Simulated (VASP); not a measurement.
# Ta (C2/m) in VASP: single point with PBE

Aim: the single point of Ta with PBE.

Everything below comes from runs of VASP 6.6.1. Logs are shortened: lines on timing, memory, paths and dates and some standing lists are left out, and cuts for length are marked.

## (1) The cell of the first run

It takes space group C2/m (No. 12, monoclinic). Conventional cell: a = 4.671 Å, b = 3.303 Å, c = 9.542 Å, α = 90.00°, β = 101.77°, γ = 90.00°. Ta (site symmetry m) has 7 Ta at 2.37 to 2.86 Å within 3.1 Å. Within 3.8 Å of Ta (site symmetry m) lie 14 Ta at 2.86 to 3.30 Å.

## (2) Single point, PBE (the part above a cut slid along it)

INCAR reads:

```
SYSTEM = Ta
  ALGO = Fast
  EDIFF = 1E-6
  ENCUT = 520
  GGA = PE
  ISIF = 2
  ISMEAR = 0
  LASPH = .True.
  LCHARG = .True.
  LELF = .True.
  LREAL = .False.
  LVHAR = .True.
  LWAVE = .False.
  NBANDS = 30
  NELM = 60
  PREC = Accurate
  SIGMA = 0.15
```

KPOINTS reads:

```
k-points
0
Gamma
  17 17 5
  0 0 0
```

POSCAR reads:

```
Ta
1.0
   -1.6512800000      1.6512800000     -1.6512800000
   -1.6512800000     -1.6512800000      1.6512800000
    0.0000000000      7.9812967520      5.2289432480
Ta
4
Direct
   -0.3646125000      0.3646125000      0.8750000000
    0.4479125000      0.5520875000      0.1250000000
   -0.1562625000      0.1562625000      0.3750000000
    0.2395625000      0.7604375000      0.6250000000
```

Potentials or basis: VASP PAW PBE potentials, release 64 (Ta_pv).

Started as:

```console
$ cat potpaw_PBE.64/Ta_pv/POTCAR > POTCAR
$ mpirun -np 1 vasp_std > vasp.out
```

OUTCAR:

```text
SYSTEM = Ta
   EDIFF = 1E-6
   ENCUT = 520
   GGA = PE
   ISIF = 2
   ISMEAR = 0
   LASPH = .True.
   LREAL = .False.
   NELM = 60
   PREC = Accurate

 ion  position               nearest neighbor table
   1  0.635  0.365  0.875-   2 2.37   4 2.86   4 2.86   4 3.30   4 3.30   2 3.46   2 3.46
   2  0.448  0.552  0.125-   1 2.37   3 2.86   3 2.86   3 3.30   3 3.30   1 3.46   1 3.46
   3  0.844  0.156  0.375-   2 2.86   4 2.86   2 2.86   4 2.86   4 3.30   2 3.30   2 3.30   4 3.30

   4  0.240  0.760  0.625-   3 2.86   1 2.86   3 2.86   1 2.86   3 3.30   1 3.30   1 3.30   3 3.30

  LATTYP: Found a base centered monoclinic cell.
 ALAT       =     4.6705251426
 B/A-ratio  =     0.7071067812
 C/A-ratio  =     2.0429485774
 COS(beta)  =    -0.2039698917

  Lattice vectors:

 A1 = (  -1.6512800000,  -1.6512800000,   1.6512800000)
 A2 = (   1.6512800000,  -1.6512800000,   1.6512800000)
 A3 = (   0.0000000000,   7.9812967520,   5.2289432480)

Analysis of symmetry for initial positions (statically):
=====================================================================
 Subroutine PRICEL returns:
 Original cell was already a primitive cell.

 Routine SETGRP: Setting up the symmetry group for a
 base centered monoclinic supercell.

 Subroutine GETGRP returns: Found  4 space group operations
 (whereof  2 operations were pure point group operations)
 out of a pool of  4 trial point group operations.

The static configuration has the point symmetry C_1h.
 The point group associated with its full space group is C_2h.

Analysis of symmetry for dynamics (positions and initial velocities):
=====================================================================
 Subroutine PRICEL returns:
 Original cell was already a primitive cell.

 Routine SETGRP: Setting up the symmetry group for a
 base centered monoclinic supercell.

 Subroutine GETGRP returns: Found  4 space group operations
 (whereof  2 operations were pure point group operations)
 out of a pool of  4 trial point group operations.

The dynamic configuration has the point symmetry C_1h.
 The point group associated with its full space group is C_2h.

 Subroutine INISYM returns: Found  4 space group operations
 (whereof  2 operations are pure point group operations),
 and found     1 'primitive' translations

----------------------------------------------------------------------------------------

                                     Primitive cell

  volume of cell :      72.0414

  direct lattice vectors                    reciprocal lattice vectors
    -1.651280000  1.651280000 -1.651280000    -0.302795407  0.119853992 -0.182941415
    -1.651280000 -1.651280000  1.651280000    -0.302795407 -0.119853992  0.182941415
     0.000000000  7.981296752  5.228943248     0.000000000  0.075698852  0.075698852

  length of vectors
     2.860100858  2.860100858  9.541642696     0.373520548  0.373520548  0.107054343

  position of ions in fractional coordinates (direct lattice)
     0.635387500  0.364612500  0.875000000
     0.447912500  0.552087500  0.125000000
     0.843737500  0.156262500  0.375000000
     0.239562500  0.760437500  0.625000000

  ion indices of the primitive-cell ions
   primitive index   ion index
                 1           1
                 2           2
                 3           3
                 4           4

----------------------------------------------------------------------------------------

 KPOINTS: k-points

Automatic generation of k-mesh.
 Grid dimensions read from file:
 generate k-points for:   17   17    5

 Generating k-lattice:

  Cartesian coordinates                     Fractional coordinates (reciprocal lattice)
    -0.017811495  0.007050235 -0.010761260     0.058823529  0.000000000  0.000000000
    -0.017811495 -0.007050235  0.010761260     0.000000000  0.058823529  0.000000000
     0.000000000  0.015139770  0.015139770     0.000000000  0.000000000  0.200000000

  Length of vectors
     0.021971797  0.021971797  0.021410869

  Shift w.r.t. Gamma in fractional coordinates (k-lattice)
     0.000000000  0.000000000  0.000000000

 Subroutine IBZKPT returns following result:
 ===========================================

 Found    387 irreducible k-points:

 Following reciprocal coordinates:
            Coordinates               Weight
  0.000000  0.000000  0.000000      1.000000
  0.058824  0.000000 -0.000000      4.000000
  0.117647 -0.000000  0.000000      4.000000
  0.176471  0.000000  0.000000      4.000000
  0.235294 -0.000000  0.000000      4.000000
  0.294118 -0.000000  0.000000      4.000000
[... 16 lines left out ...]
 -0.176471  0.058824 -0.000000      4.000000
 -0.117647  0.058824 -0.000000      4.000000
 [... further k-points ...]
   k-points           NKPTS =    387   k-points in BZ     NKDIM =    387   number of bands    NBANDS=     30
   number of dos      NEDOS =    301   number of ions     NIONS =      4
   total plane-waves  NPLWV =  41472
   dimension x,y,z NGX =    24 NGY =   24 NGZ =   72
   dimension x,y,z NGXF=    48 NGYF=   48 NGZF=  144
   ions per type =               4
   NGX,Y,Z   is equivalent  to a cutoff of  13.95, 13.95, 12.54 a.u.
   NGXF,Y,Z  is equivalent  to a cutoff of  27.90, 27.90, 25.09 a.u.
 SYSTEM =  Ta
   PREC   = accura    normal or accurate (medium, high low for compatibility)
   ISTART =      0    job   : 0-new  1-cont  2-samecut
   ICHARG =      2    charge: 1-file 2-atom 10-const
   ISPIN  =      1    spin polarized calculation?
   LNONCOLLINEAR =      F non collinear calculations
   LSORBIT =      F    spin-orbit coupling
   LASPH  =      T    aspherical Exc in radial PAW
   ENCUT  =  520.0 eV  38.22 Ry    6.18 a.u.   5.32  5.32 17.74*2*pi/ulx,y,z
   NELM   =     60;   NELMIN=  2; NELMDL= -5     # of ELM steps
   EDIFF  = 0.1E-05   stopping-criterion for ELM
   LREAL  =      F    real-space projection
   EDIFFG = 0.1E-04   stopping-criterion for IOM
   NSW    =      0    number of steps for IOM
   IBRION =     -1    ionic relax: 0-MD 1-quasi-New 2-CG
   NFREE  =      0    steps in history (QN), initial steepest desc. (CG)
   ISIF   =      2    stress and relaxation
   ISYM   =      2    0-nonsym 1-usesym 2-fastsym
   POTIM  = 0.5000    time-step for ionic-motion
   TEBEG  =    0.0;   TEEND  =   0.0 temperature during run
   PSTRESS=    0.0 pullay stress
   NELECT =      44.0000    total number of electrons
   NUPDOWN=      -1.0000    fix difference up-down
   EMIN   =  10.00;   EMAX   =-10.00  energy-range for DOS
   EFERMI =   0.00;   METHOD = LEGACY
   ISMEAR =     0;   SIGMA  =   0.15  broadening in eV -4-tet -1-fermi 0-gaus
   EFERMI_NEDOS =   21; number of points for ismear=-14 and -15
   IALGO  =     68    algorithm
   IMIX   =      4    mixing-type and parameters
     AMIX     =   0.40;   BMIX     =  1.00
     AMIX_MAG =   1.60;   BMIX_MAG =  1.00
  volume/ion in A,a.u.               =      18.01       121.54
  Fermi-wavevector in a.u.,A,eV,Ry     =   1.388988  2.624806 26.249534  1.929286
  Thomas-Fermi vector in A             =   2.513061
   LORBIT       =      0    0 simple, 1 ext, 2 COOP (PROOUT), +10 PAW based schemes
   GGA     = PE    functional components
   LHFCALC =     F    Hartree Fock is set to
   AEXX    =    0.0000 exact exchange contribution
   IVDW    =     0    specifies the selected vdW correction
   LEPSILON=     F    determine dielectric tensor
   LRPA    =     F    only Hartree local field effects (RPA)
 non-spin polarized calculation
 RMM-DIIS sequential band-by-band and
 Gauss-broadening in eV      SIGMA  =   0.15
  energy-cutoff  :      520.00
  volume of cell :       72.04
 maximum number of plane-waves:      1958
 NGX is ok and might be reduce to    24
   NGX = 11   NGY = 11   NGZ = 35

 number of electron      44.0000000 magnetization

 Free energy of the ion-electron system (eV)
  ---------------------------------------------------
  ext. energy  EPLUGINS =         0.00000000
  ---------------------------------------------------
  free energy    TOTEN  =       -46.03343049 eV

  energy without entropy =      -45.98655530  energy(sigma->0) =      -46.00999290

 E-fermi :   5.6010     XC(G=0): -12.5890

 val. band max:        5.6009104663   @ k =   0.4706   0.1765   0.2000
 cond. band min:       5.6014956051   @ k =  -0.2353   0.1765  -0.0000
 fundamental gap:      0.0005851388
 Fermi energy:         5.6009642734

 k-point     1 :       0.0000    0.0000    0.0000
  band No.  band energies     occupation
      1     -29.4380      2.00000
      2     -28.4178      2.00000
      3     -28.0789      2.00000
      4     -27.9415      2.00000
      5     -27.9246      2.00000
      6     -27.6957      2.00000
[... 22 lines left out ...]
     29       9.0009      0.00000
     30       9.0089      0.00000

 k-point     2 :       0.0588    0.0000   -0.0000
  band No.  band energies     occupation
      1     -29.4316      2.00000
      2     -28.4211      2.00000
      3     -28.0911      2.00000
      4     -27.9487      2.00000
      5     -27.9284      2.00000
      6     -27.7134      2.00000
[... 22 lines left out ...]
     29       8.8932      0.00000
     30       9.0469      0.00000

 k-point     3 :       0.1176   -0.0000    0.0000
  band No.  band energies     occupation
      1     -29.4134      2.00000
      2     -28.4313      2.00000
      3     -28.1318      2.00000
      4     -27.9872      2.00000
      5     -27.9338      2.00000
      6     -27.7774      2.00000
[... 22 lines left out ...]
     29       8.7929      0.00000
     30       9.1160      0.00000

 k-point     4 :       0.1765    0.0000    0.0000
  band No.  band energies     occupation
      1     -29.3868      2.00000
      2     -28.4507      2.00000
      3     -28.2073      2.00000
      4     -28.0691      2.00000
      5     -27.9573      2.00000
      6     -27.8928      2.00000
[... 22 lines left out ...]
     29       8.8651      0.00000
     30       9.1461      0.00000

 k-point     5 :       0.2353   -0.0000    0.0000
  band No.  band energies     occupation
      1     -29.3570      2.00000
      2     -28.4869      2.00000
      3     -28.3130      2.00000
      4     -28.1868      2.00000
      5     -28.0511      2.00000
      6     -27.9925      2.00000
[... 22 lines left out ...]
     29       9.1549      0.00000
     30       9.3043      0.00000
[... 526 lines left out ...]
     29       9.1096      0.00000
     30       9.3701      0.00000

 k-point    22 :      -0.2353    0.0588    0.0000
  band No.  band energies     occupation
      1     -29.3616      2.00000
      2     -28.4621      2.00000
      3     -28.2669      2.00000
      4     -28.1836      2.00000
      5     -28.0282      2.00000
      6     -27.9816      2.00000
[... 22 lines left out ...]
     29       8.6932      0.00000
     30       8.8210      0.00000

 k-point    23 :      -0.1765    0.0588   -0.0000
  band No.  band energies     occupation
      1     -29.3904      2.00000
      2     -28.4351      2.00000
      3     -28.1543      2.00000
      4     -28.0706      2.00000
      5     -27.9442      2.00000
      6     -27.8840      2.00000
[... 22 lines left out ...]
     29       8.3367      0.00000
     30       8.7227      0.00000

 k-point    24 :      -0.1176    0.0588   -0.0000
  band No.  band energies     occupation
      1     -29.4144      2.00000
      2     -28.4233      2.00000
      3     -28.0843      2.00000
      4     -27.9960      2.00000
      5     -27.9392      2.00000
      6     -27.7767      2.00000
[... 22 lines left out ...]
     29       8.3428      0.00000
     30       8.8442      0.00000

 [... further k-points ...]

------------------------ aborting loop because EDIFF is reached ----------------------------------------

  FORCE on cell =-STRESS in cart. coord.  units (eV):
  Direction    XX          YY          ZZ          XY          YZ          ZX
  --------------------------------------------------------------------------------------
  -------------------------------------------------------------------------------------
  Total       -0.0588413      2.2842414      7.6595438      0.0000000      1.9118229      0.0000000
  in kB       -1.3086109     50.8007860    170.3457642      0.0000000     42.5183205      0.0000000
  external PRESSURE =      73.2793131 kB  Pullay stress =       0.0000000 kB

 VOLUME and BASIS-vectors are now :
 -----------------------------------------------------------------------------
  energy-cutoff  :      520.00
  volume of cell :       72.04
      direct lattice vectors                 reciprocal lattice vectors
    -1.651280000  1.651280000 -1.651280000    -0.302795407  0.119853992 -0.182941415
    -1.651280000 -1.651280000  1.651280000    -0.302795407 -0.119853992  0.182941415
     0.000000000  7.981296752  5.228943248     0.000000000  0.075698852  0.075698852

 POSITION                                       TOTAL-FORCE (eV/Angst)
 -----------------------------------------------------------------------------------
     -1.65128      7.43076      4.12820         0.000000     -1.367356     -3.464214
     -1.65128      0.82564      0.82564         0.000000      1.367356      3.464214
     -1.65128      4.12820      0.82564         0.000000     -0.135164     -0.308399
     -1.65128      4.12820      4.12820         0.000000      0.135164      0.308399
 -----------------------------------------------------------------------------------
    total drift:                               -0.000000      0.000000     -0.000000

  FREE ENERGIE OF THE ION-ELECTRON SYSTEM (eV)
  ---------------------------------------------------
  free  energy   TOTEN  =       -46.0334304942 eV

  energy  without entropy=      -45.9865553044  energy(sigma->0) =      -46.00999290
```

It took 30 min on 1 thread of Intel Xeon 8259CL, shared host; peak memory 0.66 GiB.

What came out:

```yaml
Free_energy: -46.0334 eV
Pressure: 7.3 GPa
Largest_force: 3.724 eV/Å
Band_gap_on_the_k_mesh: zero (bands 22 and 23 overlap by 1.01 eV)
```

Forces in eV/Å, atoms in the order of the input:
```
Ta   0.000 -1.367 -3.464
Ta   0.000  1.367  3.464
Ta   0.000 -0.135 -0.308
Ta   0.000  0.135  0.308
```

Stress tensor (GPa, compression positive):
```
-0.13  0.00  0.00
 0.00  5.08  4.25
 0.00  4.25 17.03
```

Levels at points of the mesh, in eV from the Fermi level:
| k point | band 20 | band 21 | band 22 | band 23 | band 24 | band 25 |
| --- | --- | --- | --- | --- | --- | --- |
| (0.00, 0.00, 0.00) | -0.05 | 0.18 | 0.28 | 0.44 | 1.31 | 1.36 |

Caveat: the cell differs from its parent crystal (the part above a cut slid along it); the stress differs along the axes, from -0 to 17 GPa; spin-orbit coupling is left out, which moves the levels of the heavy elements; forces of over 1 eV/Å act on the atoms, so gaps and moduli don't describe the material at rest.
